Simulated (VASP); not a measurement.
# TlBr (Pm-3m) in VASP: a series of runs

Runs on TlBr. Level: PBE. Tasks: single point.

Program: VASP 6.6.1. These are calculated values, not measurements. Logs are shortened: lines on timing, memory, paths and dates and some standing lists are left out, and cuts for length are marked.

**1. The cell of the first run**

Symmetry: Pm-3m, No. 221, cubic system. Conventional cell: a = 3.980 Å, b = 3.980 Å, c = 3.980 Å, α = 90.00°, β = 90.00°, γ = 90.00°. Tl (site symmetry m-3m) has 8 Br at 3.45 Å and 6 Tl at 3.98 Å within 4.5 Å. Within 4.5 Å of Br (site symmetry m-3m) lie 8 Tl at 3.45 Å and 6 Br at 3.98 Å.

**2. Single point, PBE**

INCAR reads:

```
ALGO = Normal ; EDIFF = 1E-6
ENCUT = 500 ; GGA = PE
GGA_COMPAT = False ; ISIF = 2
ISMEAR = 0 ; LASPH = True
LCHARG = False ; LREAL = False
LWAVE = False ; NBANDS = 17
NELM = 120 ; PREC = Accurate
SIGMA = 0.01
```

KPOINTS reads:

```
k-points
0
Gamma
  4 4 4
```

POSCAR reads:

```
TlBr
1.0
    3.9800000000      0.0000000000      0.0000000000
    0.0000000000      3.9800000000      0.0000000000
    0.0000000000      0.0000000000      3.9800000000
Tl Br
1 1
Direct
    0.0000000000      0.0000000000      0.0000000000
    0.5000000000      0.5000000000      0.5000000000
```

Potentials or basis: VASP PAW PBE potentials, release 64 (Tl_d, Br).

The run is started by

```bash
cat potpaw_PBE.64/Tl_d/POTCAR potpaw_PBE.64/Br/POTCAR > POTCAR
mpirun -np 1 vasp_std > vasp.out
```

OUTCAR:

```text
EDIFF = 1E-6
   ENCUT = 500
   GGA = PE
   ISIF = 2
   ISMEAR = 0
   LASPH = True
   LREAL = False
   NELM = 120
   PREC = Accurate

 ion  position               nearest neighbor table
   1  0.000  0.000  0.000-   2 3.45   2 3.45   2 3.45   2 3.45   2 3.45   2 3.45   2 3.45   2 3.45

   2  0.500  0.500  0.500-   1 3.45   1 3.45   1 3.45   1 3.45   1 3.45   1 3.45   1 3.45   1 3.45

  LATTYP: Found a simple cubic cell.
 ALAT       =     3.9800000000

  Lattice vectors:

 A1 = (   3.9800000000,   0.0000000000,   0.0000000000)
 A2 = (   0.0000000000,   3.9800000000,   0.0000000000)
 A3 = (   0.0000000000,   0.0000000000,   3.9800000000)

Analysis of symmetry for initial positions (statically):
=====================================================================
 Subroutine PRICEL returns:
 Original cell was already a primitive cell.

 Routine SETGRP: Setting up the symmetry group for a
 simple cubic supercell.

 Subroutine GETGRP returns: Found 48 space group operations
 (whereof 48 operations were pure point group operations)
 out of a pool of 48 trial point group operations.

The static configuration has the point symmetry O_h .

Analysis of symmetry for dynamics (positions and initial velocities):
=====================================================================
 Subroutine PRICEL returns:
 Original cell was already a primitive cell.

 Routine SETGRP: Setting up the symmetry group for a
 simple cubic supercell.

 Subroutine GETGRP returns: Found 48 space group operations
 (whereof 48 operations were pure point group operations)
 out of a pool of 48 trial point group operations.

The dynamic configuration has the point symmetry O_h .

 Subroutine INISYM returns: Found 48 space group operations
 (whereof 48 operations are pure point group operations),
 and found     1 'primitive' translations

----------------------------------------------------------------------------------------

                                     Primitive cell

  volume of cell :      63.0448

  direct lattice vectors                    reciprocal lattice vectors
     3.980000000  0.000000000  0.000000000     0.251256281  0.000000000  0.000000000
     0.000000000  3.980000000  0.000000000     0.000000000  0.251256281  0.000000000
     0.000000000  0.000000000  3.980000000     0.000000000  0.000000000  0.251256281

  length of vectors
     3.980000000  3.980000000  3.980000000     0.251256281  0.251256281  0.251256281

  position of ions in fractional coordinates (direct lattice)
     0.000000000  0.000000000  0.000000000
     0.500000000  0.500000000  0.500000000

  ion indices of the primitive-cell ions
   primitive index   ion index
                 1           1
                 2           2

----------------------------------------------------------------------------------------

 KPOINTS: k-points

Automatic generation of k-mesh.
 Grid dimensions read from file:
 generate k-points for:    4    4    4

 Generating k-lattice:

  Cartesian coordinates                     Fractional coordinates (reciprocal lattice)
     0.062814070  0.000000000  0.000000000     0.250000000  0.000000000  0.000000000
     0.000000000  0.062814070  0.000000000     0.000000000  0.250000000  0.000000000
     0.000000000  0.000000000  0.062814070     0.000000000  0.000000000  0.250000000

  Length of vectors
     0.062814070  0.062814070  0.062814070

  Shift w.r.t. Gamma in fractional coordinates (k-lattice)
     0.000000000  0.000000000  0.000000000

 Subroutine IBZKPT returns following result:
 ===========================================

 Found     10 irreducible k-points:

 Following reciprocal coordinates:
            Coordinates               Weight
  0.000000  0.000000  0.000000      1.000000
  0.250000  0.000000  0.000000      6.000000
  0.500000  0.000000  0.000000      3.000000
  0.250000  0.250000  0.000000     12.000000
  0.500000  0.250000  0.000000     12.000000
  0.500000  0.500000  0.000000      3.000000
  0.250000  0.250000  0.250000      8.000000
  0.500000  0.250000  0.250000     12.000000
  0.500000  0.500000  0.250000      6.000000
  0.500000  0.500000  0.500000      1.000000
   k-points           NKPTS =     10   k-points in BZ     NKDIM =     10   number of bands    NBANDS=     17
   number of dos      NEDOS =    301   number of ions     NIONS =      2
   total plane-waves  NPLWV =  27000
   dimension x,y,z NGX =    30 NGY =   30 NGZ =   30
   dimension x,y,z NGXF=    60 NGYF=   60 NGZF=   60
   ions per type =               1   1
   NGX,Y,Z   is equivalent  to a cutoff of  12.53, 12.53, 12.53 a.u.
   NGXF,Y,Z  is equivalent  to a cutoff of  25.06, 25.06, 25.06 a.u.
 SYSTEM =  unknown system
   PREC   = accura    normal or accurate (medium, high low for compatibility)
   ISTART =      0    job   : 0-new  1-cont  2-samecut
   ICHARG =      2    charge: 1-file 2-atom 10-const
   ISPIN  =      1    spin polarized calculation?
   LNONCOLLINEAR =      F non collinear calculations
   LSORBIT =      F    spin-orbit coupling
   LASPH  =      T    aspherical Exc in radial PAW
   ENCUT  =  500.0 eV  36.75 Ry    6.06 a.u.   7.26  7.26  7.26*2*pi/ulx,y,z
   NELM   =    120;   NELMIN=  2; NELMDL= -5     # of ELM steps
   EDIFF  = 0.1E-05   stopping-criterion for ELM
   LREAL  =      F    real-space projection
   EDIFFG = 0.1E-04   stopping-criterion for IOM
   NSW    =      0    number of steps for IOM
   IBRION =     -1    ionic relax: 0-MD 1-quasi-New 2-CG
   NFREE  =      0    steps in history (QN), initial steepest desc. (CG)
   ISIF   =      2    stress and relaxation
   ISYM   =      2    0-nonsym 1-usesym 2-fastsym
   POTIM  = 0.5000    time-step for ionic-motion
   TEBEG  =    0.0;   TEEND  =   0.0 temperature during run
   PSTRESS=    0.0 pullay stress
   NELECT =      20.0000    total number of electrons
   NUPDOWN=      -1.0000    fix difference up-down
   EMIN   =  10.00;   EMAX   =-10.00  energy-range for DOS
   EFERMI =   0.00;   METHOD = LEGACY
   ISMEAR =     0;   SIGMA  =   0.01  broadening in eV -4-tet -1-fermi 0-gaus
   EFERMI_NEDOS =   21; number of points for ismear=-14 and -15
   IALGO  =     38    algorithm
   IMIX   =      4    mixing-type and parameters
     AMIX     =   0.40;   BMIX     =  1.00
     AMIX_MAG =   1.60;   BMIX_MAG =  1.00
  volume/ion in A,a.u.               =      31.52       212.72
  Fermi-wavevector in a.u.,A,eV,Ry     =   1.116525  2.109926 16.961403  1.246628
  Thomas-Fermi vector in A             =   2.253140
   LORBIT       =      0    0 simple, 1 ext, 2 COOP (PROOUT), +10 PAW based schemes
   GGA     = PE    functional components
   LHFCALC =     F    Hartree Fock is set to
   AEXX    =    0.0000 exact exchange contribution
   IVDW    =     0    specifies the selected vdW correction
   LEPSILON=     F    determine dielectric tensor
   LRPA    =     F    only Hartree local field effects (RPA)
 non-spin polarized calculation
 Gauss-broadening in eV      SIGMA  =   0.01
  energy-cutoff  :      500.00
  volume of cell :       63.04
 maximum number of plane-waves:      1628
 NGX is ok and might be reduce to    30
   NGX = 15   NGY = 15   NGZ = 15

 number of electron      20.0000005 magnetization

 Free energy of the ion-electron system (eV)
  ---------------------------------------------------
  ext. energy  EPLUGINS =         0.00000000
  ---------------------------------------------------
  free energy    TOTEN  =        -5.52069729 eV

  energy without entropy =       -5.52069729  energy(sigma->0) =       -5.52069729

 E-fermi :   2.4627     XC(G=0):  -8.9666

 val. band max:        2.3901974163   @ k =   0.5000   0.0000   0.0000
 cond. band min:       4.2450892905   @ k =   0.5000   0.0000   0.0000
 fundamental gap:      1.8548918742
 Fermi energy:         2.4627303051

 k-point     1 :       0.0000    0.0000    0.0000
  band No.  band energies     occupation
      1     -11.3370      2.00000
      2      -7.7272      2.00000
      3      -7.7272      2.00000
      4      -7.5505      2.00000
      5      -7.5505      2.00000
      6      -7.5505      2.00000
[... 9 lines left out ...]
     16      13.5443      0.00000
     17      15.8302      0.00000

 k-point     2 :       0.2500    0.0000    0.0000
  band No.  band energies     occupation
      1     -11.2222      2.00000
      2      -7.7220      2.00000
      3      -7.6620      2.00000
      4      -7.5808      2.00000
      5      -7.5808      2.00000
      6      -7.5478      2.00000
[... 9 lines left out ...]
     16      14.4655      0.00000
     17      15.6175      0.00000

 k-point     3 :       0.5000    0.0000    0.0000
  band No.  band energies     occupation
      1     -11.0996      2.00000
      2      -7.7169      2.00000
      3      -7.6106      2.00000
      4      -7.6106      2.00000
      5      -7.6003      2.00000
      6      -7.5451      2.00000
[... 9 lines left out ...]
     16      15.5959      0.00000
     17      15.9182      0.00000

 k-point     4 :       0.2500    0.2500    0.0000
  band No.  band energies     occupation
      1     -11.1347      2.00000
      2      -7.6892      2.00000
      3      -7.6195      2.00000
      4      -7.5850      2.00000
      5      -7.5782      2.00000
      6      -7.5721      2.00000
[... 9 lines left out ...]
     16      13.2779      0.00000
     17      13.7638      0.00000

 k-point     5 :       0.5000    0.2500    0.0000
  band No.  band energies     occupation
      1     -11.0435      2.00000
      2      -7.6767      2.00000
      3      -7.6022      2.00000
      4      -7.5851      2.00000
      5      -7.5695      2.00000
      6      -7.5581      2.00000
[... 9 lines left out ...]
     16      13.8419      0.00000
     17      14.4942      0.00000

 k-point     6 :       0.5000    0.5000    0.0000
  band No.  band energies     occupation
      1     -10.9865      2.00000
      2      -7.6545      2.00000
      3      -7.5938      2.00000
      4      -7.5938      2.00000
      5      -7.5537      2.00000
      6      -7.4992      2.00000
[... 9 lines left out ...]
     16      12.8996      0.00000
     17      12.8996      0.00000

 k-point     7 :       0.2500    0.2500    0.2500
  band No.  band energies     occupation
      1     -11.0545      2.00000
      2      -7.6195      2.00000
      3      -7.6195      2.00000
      4      -7.6055      2.00000
      5      -7.6055      2.00000
      6      -7.5618      2.00000
[... 9 lines left out ...]
     16      13.5166      0.00000
     17      15.9736      0.00000

 k-point     8 :       0.5000    0.2500    0.2500
  band No.  band energies     occupation
      1     -10.9709      2.00000
      2      -7.6470      2.00000
      3      -7.6107      2.00000
      4      -7.6059      2.00000
      5      -7.5740      2.00000
      6      -7.5420      2.00000
[... 9 lines left out ...]
     16      13.3884      0.00000
     17      16.7960      0.00000

 k-point     9 :       0.5000    0.5000    0.2500
  band No.  band energies     occupation
      1     -10.8954      2.00000
      2      -7.6401      2.00000
      3      -7.6401      2.00000
      4      -7.6159      2.00000
      5      -7.5753      2.00000
      6      -7.4977      2.00000
[... 9 lines left out ...]
     16      14.2013      0.00000
     17      17.0128      0.00000

 k-point    10 :       0.5000    0.5000    0.5000
  band No.  band energies     occupation
      1     -10.7981      2.00000
      2      -7.6849      2.00000
      3      -7.6849      2.00000
      4      -7.6849      2.00000
      5      -7.4962      2.00000
      6      -7.4962      2.00000
[... 9 lines left out ...]
     16      15.2141      0.00000
     17      18.6244      0.00000

------------------------ aborting loop because EDIFF is reached ----------------------------------------

  FORCE on cell =-STRESS in cart. coord.  units (eV):
  Direction    XX          YY          ZZ          XY          YZ          ZX
  --------------------------------------------------------------------------------------
  -------------------------------------------------------------------------------------
  Total        0.5207482      0.5207482      0.5207482      0.0000000      0.0000000      0.0000000
  in kB       13.2339383     13.2339383     13.2339383      0.0000000      0.0000000      0.0000000
  external PRESSURE =      13.2339383 kB  Pullay stress =       0.0000000 kB

 VOLUME and BASIS-vectors are now :
 -----------------------------------------------------------------------------
  energy-cutoff  :      500.00
  volume of cell :       63.04
      direct lattice vectors                 reciprocal lattice vectors
     3.980000000  0.000000000  0.000000000     0.251256281  0.000000000  0.000000000
     0.000000000  3.980000000  0.000000000     0.000000000  0.251256281  0.000000000
     0.000000000  0.000000000  3.980000000     0.000000000  0.000000000  0.251256281

 POSITION                                       TOTAL-FORCE (eV/Angst)
 -----------------------------------------------------------------------------------
      0.00000      0.00000      0.00000         0.000000      0.000000      0.000000
      1.99000      1.99000      1.99000         0.000000      0.000000      0.000000
 -----------------------------------------------------------------------------------
    total drift:                                0.000000     -0.000000     -0.000000

  FREE ENERGIE OF THE ION-ELECTRON SYSTEM (eV)
  ---------------------------------------------------
  free  energy   TOTEN  =        -5.5206972889 eV

  energy  without entropy=       -5.5206972889  energy(sigma->0) =       -5.52069729
```

It took 15 s on 1 thread of Intel Xeon 8259CL, shared host; peak memory 0.17 GiB.

Results:

* Free energy: -5.5207 eV
* Pressure: 1.3 GPa
* Band gap on the k mesh: 1.85 eV, direct

Caveat: spin-orbit coupling is left out, which moves the levels of the heavy elements. A k mesh can miss the band edges.

**3. Single point, PBE**

INCAR reads:

```
SYSTEM = TlBr
PREC     = Accurate       ! precision mode
ENCUT    = 500            ! plane-wave cutoff, eV
EDIFF    = 1E-6           ! SCF threshold, eV
ISMEAR   = 0              ! smearing method
SIGMA    = 0.01           ! smearing width, eV
LREAL    = .FALSE.        ! projectors in reciprocal space
LASPH    = .TRUE.         ! aspherical terms in the spheres
NELM     = 120            ! most SCF steps
ALGO     = Normal         ! electronic algorithm
ISIF     = 2              ! what is computed and relaxed
LWAVE    = .FALSE.        ! write WAVECAR
LCHARG   = .FALSE.        ! write CHGCAR
GGA      = PE             ! functional
NBANDS   = 17             ! bands
GGA_COMPAT= .FALSE.
```

KPOINTS reads:

```
regular mesh
0
G
  4 4 4
  0 0 0
```

POSCAR is that of step 2.

Potentials or basis: VASP PAW PBE potentials, release 64 (Tl_d, Br).

The run is started by

```bash
cat potpaw_PBE.64/Tl_d/POTCAR potpaw_PBE.64/Br/POTCAR > POTCAR
mpirun -np 1 vasp_std > vasp.out
```

It took 19 s on 1 thread of Intel Xeon 8259CL, shared host; peak memory 0.17 GiB.

The run converged. Its results:

```yaml
Free_energy: -5.5207 eV
Pressure: 1.3 GPa
Band_gap_on_the_k_mesh: 1.85 eV, direct
```

Levels at points of the mesh, in eV from the valence-band top:
```tsv
k point	band 6	band 7	band 8	band 9	band 10	band 11	band 12	band 13	band 14	band 15
(0.00, 0.00, 0.00)	-9.94	-4.66	-1.30	-1.30	-1.30	7.01	7.01	7.22	7.22	7.22
(0.50, 0.00, 0.00)	-9.94	-5.54	-0.80	-0.80	0.00	1.85	5.76	5.76	8.01	10.41
(0.50, 0.50, 0.00)	-9.89	-3.76	-2.93	-2.93	-0.71	4.87	4.87	7.38	7.70	10.34
(0.50, 0.50, 0.50)	-9.89	-2.77	-1.92	-1.92	-1.92	2.14	2.14	2.14	12.82	12.82
```

Caveat: spin-orbit coupling is left out, which moves the levels of the heavy elements. A hybrid or GW would open this gap; PBE tends to underestimate it.
